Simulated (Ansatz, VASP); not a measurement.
One calculation of W, two programs

The input INCAR:

```
  PREC = Accurate
  ENCUT = 520
  EDIFF = 1E-6
  ISMEAR = -1
  SIGMA = 0.08
  LREAL = False
  LASPH = True
  NELM = 100
  ALGO = Normal
  ISIF = 2
  LWAVE = False
  LCHARG = False
  LDIPOL = True
  IDIPOL = 3
  DIPOL = 0.5 0.5 0.500
  GGA = PE
  NBANDS = 58
```

KPOINTS

```
Automatic mesh
0
Gamma
  11 11 1
```

POSCAR

```
W
1.0
    3.1834185694      0.0000000000      0.0000000000
    0.0000000000      3.1834185694      0.0000000000
    0.0000000000      0.0000000000     22.2362000000
W
7
Direct
    0.0000000000      0.0000000000      0.2923156783
    0.5000000000      0.5000000000      0.3558895750
    0.0000000000      0.0000000000      0.4290572062
    0.5000000000      0.5000000000      0.4999999995
    0.0000000000      0.0000000000      0.5709427924
    0.5000000000      0.5000000000      0.6441104246
    0.0000000000      0.0000000000      0.7076843217
```

Input for Ansatz:

```yaml
crystal:
  lattice:
    - [3.1834185694, 0.0, 0.0]
    - [0.0, 3.1834185694, 0.0]
    - [0.0, 0.0, 22.2362]
  atoms:
    - { symbol: W, position: [0.0, 0.0, 0.2923156783] }
    - { symbol: W, position: [0.5, 0.5, 0.355889575] }
    - { symbol: W, position: [0.0, 0.0, 0.4290572062] }
    - { symbol: W, position: [0.5, 0.5, 0.4999999995] }
    - { symbol: W, position: [0.0, 0.0, 0.5709427924] }
    - { symbol: W, position: [0.5, 0.5, 0.6441104246] }
    - { symbol: W, position: [0.0, 0.0, 0.7076843217] }
kpoints:
  mp_grid: { grid: [11, 11, 1] }
scf:
  occupations: { method: fermi_dirac, width: 0.08 }
hamiltonian:
  xc: pbe
  pseudopotentials: { kind: all_electron, lapw: { basis_error: 0.001 } }
output:
  forces: true
  stress: true
  eigenvalues: true
efield:
  axis: 3
  amplitude: 0
  dipole_correction: true
```

Alike in both runs: task single point; functional PBE; k mesh 11 × 11 × 1; occupations fermi-dirac, width 0.08 eV; no spin polarisation.

|  | VASP | Ansatz |
| --- | --- | --- |
| version | VASP 6.6.1 | Ansatz 0.2.0 |
| potentials or method | VASP PAW PBE potentials, release 64 (W_sv), cutoff 520 eV | all-electron LAPW, scalar-relativistic |

```csv
,VASP,Ansatz,Ansatz less VASP
rms of the force components (eV/Å),0.014,0.003,-0.0110
```

Atom by atom the forces differ by 0.011 eV/Å (rms over components). Ansatz ran all-electron here, and VASP with PAW potentials. Ansatz's warnings: vacuum density over bound.

Neither program's run includes spin-orbit coupling.
